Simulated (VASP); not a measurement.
# NaF (Villiaumite) (Fm-3m) in VASP: a series of runs, part 3 of 3

VASP 6.6.1. Earlier steps stand in the parts before.

## 5. Vibrations by perturbation theory, PBEsol (volume scaled by 1.030)

Input file INCAR:

```
SYSTEM = NaF
PREC = Accurate
ENCUT = 520
EDIFF = 1E-8
ISMEAR = 0
SIGMA = 0.01
LREAL = .False.
LASPH = .True.
NELM = 60
ALGO = Normal
ISIF = 2
LWAVE = .False.
LCHARG = .False.
GGA = PS
IBRION = 8
NSW = 1
```

Input file KPOINTS:

```
regular mesh
0
Gamma
  8 8 8
  0 0 0
```

Input file POSCAR:

```
NaF
1.0
    0.0000000000      2.3380251830      2.3380251830
    2.3380251830      0.0000000000      2.3380251830
    2.3380251830      2.3380251830      0.0000000000
Na F
1 1
Direct
    0.0000000000      0.0000000000      0.0000000000
    0.5000000000      0.5000000000      0.5000000000
```

Potentials or basis: VASP PAW PBE potentials, release 64 (Na_pv, F).

The run is started by

```
$ cat potpaw_PBE.64/Na_pv/POTCAR potpaw_PBE.64/F/POTCAR > POTCAR
$ mpirun -np 1 vasp_std > vasp.out
```

OUTCAR:

```text
SYSTEM = NaF
   PREC = Accurate
   ENCUT = 520
   EDIFF = 1E-8
   ISMEAR = 0
   LREAL = .False.
   LASPH = .True.
   NELM = 60
   ISIF = 2
   GGA = PS
   IBRION = 8
   NSW = 1

 ion  position               nearest neighbor table
   1  0.000  0.000  0.000-   2 2.34   2 2.34   2 2.34   2 2.34   2 2.34   2 2.34
   2  0.500  0.500  0.500-   1 2.34   1 2.34   1 2.34   1 2.34   1 2.34   1 2.34

  LATTYP: Found a face centered cubic cell.
 ALAT       =     4.6760503660

  Lattice vectors:

 A1 = (   0.0000000000,   2.3380251830,   2.3380251830)
 A2 = (   2.3380251830,   0.0000000000,   2.3380251830)
 A3 = (   2.3380251830,   2.3380251830,   0.0000000000)

Analysis of symmetry for initial positions (statically):
=====================================================================
 Subroutine PRICEL returns:
 Original cell was already a primitive cell.

 Routine SETGRP: Setting up the symmetry group for a
 face centered cubic supercell.

 Subroutine GETGRP returns: Found 48 space group operations
 (whereof 48 operations were pure point group operations)
 out of a pool of 48 trial point group operations.

The static configuration has the point symmetry O_h .

Analysis of symmetry for dynamics (positions and initial velocities):
=====================================================================
 Subroutine PRICEL returns:
 Original cell was already a primitive cell.

 Routine SETGRP: Setting up the symmetry group for a
 face centered cubic supercell.

 Subroutine GETGRP returns: Found 48 space group operations
 (whereof 48 operations were pure point group operations)
[... 522 lines left out ...]
    total drift:                                0.000000      0.000000      0.000000

  FREE ENERGIE OF THE ION-ELECTRON SYSTEM (eV)
  ---------------------------------------------------
  free  energy   TOTEN  =        -8.7665371802 eV

  energy  without entropy=       -8.7665371802  energy(sigma->0) =       -8.76653718

[... ionic steps 2 to 3 ...]

--------------------------------------- Ionic step        4  -------------------------------------------

------------------------ aborting loop because EDIFF is reached ----------------------------------------

[... ionic steps 5 to 6 ...]

--------------------------------------- Ionic step        7  -------------------------------------------

 Free energy of the ion-electron system (eV)
  ---------------------------------------------------
  ---------------------------------------------------
  free energy    TOTEN  =        -0.52749272 eV

  energy without entropy =       -0.52749272

------------------------ aborting loop because EDIFF is reached ----------------------------------------

 INTERNAL STRAIN TENSOR  FOR ION    2  DIRECTION 1   (eV/Angst):
 -----------------------------------------------------------------------------
     0.07167 -0.00000  0.00000
     0.00000 -0.01181  0.00000
    -0.00000  0.00000 -0.01181

 INTERNAL STRAIN TENSOR FOR ION    2 for displacements in x,y,z  (eV/Angst):
          X           Y           Z          XY          YZ          ZX
  --------------------------------------------------------------------------------
  x     0.00000     0.00000     0.00000     0.00000     0.00000     0.00000
  y     0.00000     0.00000     0.00000     0.00000     0.00000     0.00000
  z     0.00000     0.00000     0.00000     0.00000     0.00000     0.00000

 SECOND DERIVATIVES (NOT SYMMETRIZED)
 ------------------------------------
               1X          1Y          1Z          2X          2Y          2Z
  1X    -1.988039    0.000000    0.000000    1.988039    0.000000    0.000000
  1Y     0.000000   -1.988039    0.000000    0.000000    1.988039    0.000000
  1Z     0.000000    0.000000   -1.988039    0.000000    0.000000    1.988039
  2X     1.983096    0.000000    0.000000   -1.983096    0.000000    0.000000
  2Y     0.000000    1.983096    0.000000    0.000000   -1.983096    0.000000
  2Z     0.000000    0.000000    1.983096    0.000000    0.000000   -1.983096

 Eigenvectors and eigenvalues of the dynamical matrix
 ----------------------------------------------------

   1 f  =    6.829778 THz    42.912762 2PiTHz  227.816881 cm-1    28.245681 meV
             X         Y         Z           dx          dy          dz
      0.000000  0.000000  0.000000     0.000000    0.673112    0.000000
      2.338025  2.338025  2.338025     0.000000   -0.739541    0.000000
[... 21 lines left out ...]
   6 f/i=    0.004232 THz     0.026593 2PiTHz    0.141177 cm-1     0.017504 meV
             X         Y         Z           dx          dy          dz
      0.000000  0.000000  0.000000     0.000000    0.000000    0.739541
      2.338025  2.338025  2.338025     0.000000    0.000000    0.673112

--------------------------------------------------------------------------------------------------------

 ELASTIC MODULI CONTR FROM IONIC RELAXATION (kBar)
 Direction    XX          YY          ZZ          XY          YZ          ZX
 --------------------------------------------------------------------------------
 XX           0.0000      0.0000      0.0000      0.0000      0.0000      0.0000
 YY           0.0000      0.0000      0.0000      0.0000      0.0000      0.0000
 ZZ           0.0000      0.0000      0.0000      0.0000      0.0000      0.0000
 XY           0.0000      0.0000      0.0000      0.0000      0.0000      0.0000
 YZ           0.0000      0.0000      0.0000      0.0000      0.0000      0.0000
 ZX           0.0000      0.0000      0.0000      0.0000      0.0000      0.0000
 --------------------------------------------------------------------------------
```

OSZICAR:

```text
N       E                     dE             d eps       ncg     rms          rms(c)
DAV:   1     0.114356201007E+03    0.11436E+03   -0.82404E+03   647   0.152E+03
DAV:   2    -0.291520524898E+01   -0.11727E+03   -0.10740E+03   672   0.363E+02
DAV:   3    -0.946728070481E+01   -0.65521E+01   -0.65262E+01   734   0.891E+01
DAV:   4    -0.954077412025E+01   -0.73493E-01   -0.73478E-01   686   0.100E+01
[... 40 lines left out ...]
RMM:   7    -0.527488397518E+00   -0.32166E-05   -0.57761E-08  2446   0.268E-03    0.107E-04
RMM:   8    -0.527493047980E+00   -0.46505E-05   -0.21318E-09  2191   0.418E-04    0.138E-05
RMM:   9    -0.527492736790E+00    0.31119E-06   -0.22454E-10  2394   0.108E-04    0.588E-06
RMM:  10    -0.527492720800E+00    0.15990E-07   -0.21883E-10  2319   0.377E-05    0.127E-06
RMM:  11    -0.527492719513E+00    0.12862E-08   -0.13370E-10  2237   0.226E-05    0.394E-07
 Linear response finished
```

It took 33 s on 1 thread of Intel Xeon 6975P-C (Granite Rapids), shared host; peak memory 0.19 GiB.

What came out:

```yaml
Highest_phonon_frequency_at_Γ_LO-TO_splitting_left_out: 228 cm⁻¹
```

Phonon frequencies in cm⁻¹ (negative: imaginary):
```tsv
q point	frequencies
(0.000, 0.000, 0.000)	0 0 0 228 228 228
```

Caveat: the cell wasn't relaxed at this level first, which shifts response properties.
